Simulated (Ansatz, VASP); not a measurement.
# TiO: VASP beside Ansatz

```
Ti O
1.0
     2.85161    0.00000    0.00000
    -1.42580    2.46956    0.00000
     0.00000    0.00000    5.56750
Ti O
2 2
Direct
  0.33333 0.66667 0.25000
  0.66667 0.33333 0.75000
  0.00000 0.00000 0.00000
  0.00000 0.00000 0.50000
```

Alike in both runs: task single point; functional r2SCAN; k mesh 18 × 18 × 8; occupations methfessel-paxton of order 1, width 0.01 eV; no spin polarisation.

|  | VASP | Ansatz |
| --- | --- | --- |
| version | VASP 6.6.1 | Ansatz 0.2.0 |
| potentials or method | VASP PAW PBE potentials, release 64 (Ti_sv, O), cutoff 520 eV | scalar-relativistic, plane waves, PAW |
| valence electrons in the cell | 36 | 36 |

```csv
,VASP,Ansatz,Ansatz less VASP
gap on the k mesh at the Fermi level (eV),none,none,-
pressure (GPa),-3.6,-5.3,-1.69
"traceless stress, the component that is largest in VASP (GPa)",1.23,0.96,-0.270
```

VASP's potentials were made for PBE, not for r2SCAN. A gap of «none» marks a metal or a gap that the smearing closes. With one functional, cell and mesh, what is left measures potentials, basis and numerics.
